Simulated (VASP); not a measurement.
# AlO2 (Cmcm) in VASP: notebook

Aim: see how the results for AlO2 move with the level of theory and the settings. Levels: LDA, r2SCAN. Tasks: single point, relaxation of cell and atoms.

All numbers are computed with VASP 6.6.1; they aren't measurements. Logs are shortened: lines on timing, memory, paths and dates and some standing lists are left out, and cuts for length are marked.

## (1) The cell of the first run

Symmetry: Cmcm, No. 63, orthorhombic system. Conventional cell: a = 2.976 Å, b = 10.806 Å, c = 3.647 Å, α = 90.00°, β = 90.00°, γ = 90.00°. Within 2.5 Å of Al (site symmetry m2m) lie 6 O at 1.87 to 2.02 Å. O (site symmetry m2m) has 2 Al at 1.88 Å and 3 O at 2.25 to 2.52 Å within 2.6 Å. Within 2.6 Å of O (site symmetry m2m) lie 4 Al at 1.87 to 2.02 Å and 5 O at 2.52 to 2.54 Å.

## (2) Single point, LDA

Contents of INCAR:

```
SYSTEM = AlO2
  ALGO = Normal
  EDIFF = 1E-7
  ENCUT = 520
  GGA = CA
  ISIF = 2
  ISMEAR = -1
  LASPH = .TRUE.
  LCHARG = .FALSE.
  LREAL = .FALSE.
  LWAVE = .FALSE.
  NBANDS = 24
  NELM = 60
  PREC = Accurate
  SIGMA = 0.05
```

Contents of KPOINTS:

```
k-points
0
G
  9 9 7
  0 0 0
```

Contents of POSCAR:

```
AlO2
1.0
    1.4881620000     -5.4028330000      0.0000000000
    1.4881620000      5.4028330000      0.0000000000
    0.0000000000      0.0000000000      3.6466120000
Al O
2 4
Direct
    0.6681330000      0.3318670000      0.7500000000
    0.3318670000      0.6681330000      0.2500000000
    0.0610720000      0.9389280000      0.7500000000
    0.9389280000      0.0610720000      0.2500000000
    0.2941840000      0.7058160000      0.7500000000
    0.7058160000      0.2941840000      0.2500000000
```

Potentials or basis: VASP PAW LDA potentials, release 64 (Al, O).

Started as:

```bash
cat potpaw_LDA.64/Al/POTCAR potpaw_LDA.64/O/POTCAR > POTCAR
mpirun -np 1 vasp_std > vasp.out
```

OUTCAR:

```text
SYSTEM = AlO2
   EDIFF = 1E-7
   ENCUT = 520
   GGA = CA
   ISIF = 2
   ISMEAR = -1
   LASPH = .TRUE.
   LREAL = .FALSE.
   NELM = 60
   PREC = Accurate

 ion  position               nearest neighbor table
   1  0.668  0.332  0.750-   6 1.87   6 1.87   3 1.88   3 1.88   5 2.02   5 2.02   2 2.94   2 2.94
                             2 2.94   2 2.94
   2  0.332  0.668  0.250-   5 1.87   5 1.87   4 1.88   4 1.88   6 2.02   6 2.02   1 2.94   1 2.94
                             1 2.94   1 2.94
   3  0.061  0.939  0.750-   1 1.88   1 1.88
   4  0.939  0.061  0.250-   2 1.88   2 1.88
   5  0.294  0.706  0.750-   2 1.87   2 1.87   1 2.02   1 2.02
   6  0.706  0.294  0.250-   1 1.87   1 1.87   2 2.02   2 2.02

  LATTYP: Found a base centered orthorhombic cell.
 ALAT       =     2.9763240000
 B/A-ratio  =     3.6305408954
 C/A-ratio  =     1.2252066643

  Lattice vectors:

 A1 = (   1.4881620000,  -5.4028330000,   0.0000000000)
 A2 = (   1.4881620000,   5.4028330000,   0.0000000000)
 A3 = (   0.0000000000,   0.0000000000,   3.6466120000)

Analysis of symmetry for initial positions (statically):
=====================================================================
 Subroutine PRICEL returns:
 Original cell was already a primitive cell.

 Routine SETGRP: Setting up the symmetry group for a
 base centered orthorhombic supercell.

 Subroutine GETGRP returns: Found  8 space group operations
 (whereof  4 operations were pure point group operations)
 out of a pool of  8 trial point group operations.

The static configuration has the point symmetry C_2h.
 The point group associated with its full space group is D_2h.

Analysis of symmetry for dynamics (positions and initial velocities):
=====================================================================
 Subroutine PRICEL returns:
 Original cell was already a primitive cell.

 Routine SETGRP: Setting up the symmetry group for a
 base centered orthorhombic supercell.

 Subroutine GETGRP returns: Found  8 space group operations
 (whereof  4 operations were pure point group operations)
 out of a pool of  8 trial point group operations.

The dynamic configuration has the point symmetry C_2h.
 The point group associated with its full space group is D_2h.

 Subroutine INISYM returns: Found  8 space group operations
 (whereof  4 operations are pure point group operations),
 and found     1 'primitive' translations

----------------------------------------------------------------------------------------

                                     Primitive cell

  volume of cell :      58.6396
[... 102 lines left out ...]
   NFREE  =      0    steps in history (QN), initial steepest desc. (CG)
   ISIF   =      2    stress and relaxation
   ISYM   =      2    0-nonsym 1-usesym 2-fastsym
   POTIM  = 0.5000    time-step for ionic-motion
   TEBEG  =    0.0;   TEEND  =   0.0 temperature during run
   PSTRESS=    0.0 pullay stress
   NELECT =      30.0000    total number of electrons
   NUPDOWN=      -1.0000    fix difference up-down
   EMIN   =  10.00;   EMAX   =-10.00  energy-range for DOS
   EFERMI =   0.00;   METHOD = LEGACY
   ISMEAR =    -1;   SIGMA  =   0.05  broadening in eV -4-tet -1-fermi 0-gaus
   EFERMI_NEDOS =   21; number of points for ismear=-14 and -15
   IALGO  =     38    algorithm
   IMIX   =      4    mixing-type and parameters
     AMIX     =   0.40;   BMIX     =  1.00
     AMIX_MAG =   1.60;   BMIX_MAG =  1.00
  volume/ion in A,a.u.               =       9.77        65.95
  Fermi-wavevector in a.u.,A,eV,Ry     =   1.309337  2.474288 23.325334  1.714364
  Thomas-Fermi vector in A             =   2.439943
   LORBIT       =      0    0 simple, 1 ext, 2 COOP (PROOUT), +10 PAW based schemes
   GGA     = CA    functional components
   LHFCALC =     F    Hartree Fock is set to
   AEXX    =    0.0000 exact exchange contribution
   IVDW    =     0    specifies the selected vdW correction
   LEPSILON=     F    determine dielectric tensor
   LRPA    =     F    only Hartree local field effects (RPA)
 non-spin polarized calculation
  energy-cutoff  :      520.00
  volume of cell :       58.64
 maximum number of plane-waves:      1600
 NGX is ok and might be reduce to    42
   NGX = 21   NGY = 21   NGZ = 13

 number of electron      30.0000002 magnetization

 Free energy of the ion-electron system (eV)
  ---------------------------------------------------
  ext. energy  EPLUGINS =         0.00000000
  ---------------------------------------------------
  free energy    TOTEN  =       -44.07782062 eV

  energy without entropy =      -44.03835974  energy(sigma->0) =      -44.05809018

 E-fermi :   3.7347     XC(G=0): -11.3364

 val. band max:        3.7330610835   @ k =  -0.4444   0.3333   0.0000
 cond. band min:       3.7357263291   @ k =   0.4444   0.4444   0.0000
 fundamental gap:      0.0026652456
 Fermi energy:         3.7346977152

 k-point     1 :       0.0000    0.0000    0.0000
  band No.  band energies     occupation
      1     -15.4923      2.00000
      2     -13.3050      2.00000
      3     -12.6489      2.00000
      4     -12.3416      2.00000
      5      -2.3956      2.00000
      6      -0.7627      2.00000
[... 637 lines left out ...]
     23      17.4257      0.00000
     24      18.8689      0.00000

 [... further k-points ...]

------------------------ aborting loop because EDIFF is reached ----------------------------------------

  FORCE on cell =-STRESS in cart. coord.  units (eV):
  Direction    XX          YY          ZZ          XY          YZ          ZX
  --------------------------------------------------------------------------------------
  -------------------------------------------------------------------------------------
  Total       -4.0958332     -4.3209649     -3.9044480      0.0000000     -0.0000000      0.0000000
  in kB     -111.9081034   -118.0592494   -106.6789950      0.0000000     -0.0000000      0.0000000
  external PRESSURE =    -112.2154493 kB  Pullay stress =       0.0000000 kB

 VOLUME and BASIS-vectors are now :
 -----------------------------------------------------------------------------
  energy-cutoff  :      520.00
  volume of cell :       58.64
      direct lattice vectors                 reciprocal lattice vectors
     1.488162000 -5.402833000  0.000000000     0.335984926 -0.092544041  0.000000000
     1.488162000  5.402833000  0.000000000     0.335984926  0.092544041  0.000000000
     0.000000000  0.000000000  3.646612000     0.000000000  0.000000000  0.274227146

 POSITION                                       TOTAL-FORCE (eV/Angst)
 -----------------------------------------------------------------------------------
      1.48816     -1.81679      2.73496         0.000000      0.211721     -0.000000
      1.48816      1.81679      0.91165         0.000000     -0.211721      0.000000
      1.48816      4.74291      2.73496         0.000000      0.486984     -0.000000
      1.48816     -4.74291      0.91165         0.000000     -0.486984      0.000000
      1.48816      2.22398      2.73496         0.000000      0.153944      0.000000
      1.48816     -2.22398      0.91165         0.000000     -0.153944      0.000000
 -----------------------------------------------------------------------------------
    total drift:                               -0.000000     -0.000000     -0.000000

  FREE ENERGIE OF THE ION-ELECTRON SYSTEM (eV)
  ---------------------------------------------------
  free  energy   TOTEN  =       -44.0778206157 eV

  energy  without entropy=      -44.0383597352  energy(sigma->0) =      -44.05809018
```

OSZICAR:

```text
N       E                     dE             d eps       ncg     rms          rms(c)
DAV:   1     0.119554000730E+03    0.11955E+03   -0.15883E+04  4808   0.117E+03
DAV:   2    -0.403504826028E+02   -0.15990E+03   -0.15464E+03  6328   0.256E+02
DAV:   3    -0.475786234891E+02   -0.72281E+01   -0.71739E+01  6336   0.527E+01
DAV:   4    -0.476319420467E+02   -0.53319E-01   -0.53309E-01  5160   0.529E+00
DAV:   5    -0.476324731242E+02   -0.53108E-03   -0.53105E-03  6264   0.514E-01    0.120E+01
DAV:   6    -0.442628014160E+02    0.33697E+01   -0.10878E+01  5968   0.234E+01    0.490E+00
DAV:   7    -0.441543317190E+02    0.10847E+00   -0.14226E+00  5552   0.792E+00    0.267E+00
DAV:   8    -0.440929326917E+02    0.61399E-01   -0.17798E-01  6168   0.305E+00    0.135E+00
DAV:   9    -0.440790316780E+02    0.13901E-01   -0.38183E-02  6136   0.152E+00    0.452E-01
DAV:  10    -0.440781006239E+02    0.93105E-03   -0.10516E-02  5880   0.769E-01    0.213E-01
DAV:  11    -0.440778051186E+02    0.29551E-03   -0.16745E-03  5968   0.309E-01    0.663E-02
DAV:  12    -0.440778244217E+02   -0.19303E-04   -0.25149E-04  5520   0.108E-01    0.224E-02
DAV:  13    -0.440778208827E+02    0.35390E-05   -0.14793E-05  6240   0.253E-02    0.929E-03
DAV:  14    -0.440778208168E+02    0.65900E-07   -0.43660E-06  5608   0.147E-02    0.408E-03
DAV:  15    -0.440778206287E+02    0.18804E-06   -0.70003E-07  5672   0.622E-03    0.144E-03
DAV:  16    -0.440778206157E+02    0.13061E-07   -0.19269E-07  3176   0.309E-03
   1 F= -.44077821E+02 E0= -.44058090E+02  d E =-.394609E-01
```

It took 2.6 min on 1 thread of Intel Xeon Platinum 8124M at 3.00GHz (Skylake/Cascade Lake), shared host; peak memory 0.24 GiB.

What came out:

```
Free energy            : -44.0778 eV
Pressure               : -11.2 GPa
Largest force          : 0.487 eV/Å
Band gap on the k mesh : zero (bands 15 and 16 overlap by 0.41 eV)
```

Forces on the atoms (eV/Å):
```
Al   0.000  0.212  0.000
Al   0.000 -0.212  0.000
O    0.000  0.487  0.000
O    0.000 -0.487  0.000
O    0.000  0.154  0.000
O    0.000 -0.154  0.000
```

Levels at points of the mesh, in eV from the Fermi level:
| k point | band 11 | band 12 | band 13 | band 14 | band 15 | band 16 | band 17 | band 18 | band 19 | band 20 |
| --- | --- | --- | --- | --- | --- | --- | --- | --- | --- | --- |
| (0.00, 0.00, 0.00) | -2.35 | -1.83 | -1.29 | -0.48 | 0.04 | 0.10 | 5.79 | 8.17 | 9.70 | 10.59 |

Caveat: the cell stands under tension.

(Part 1 of 2 ends here.)
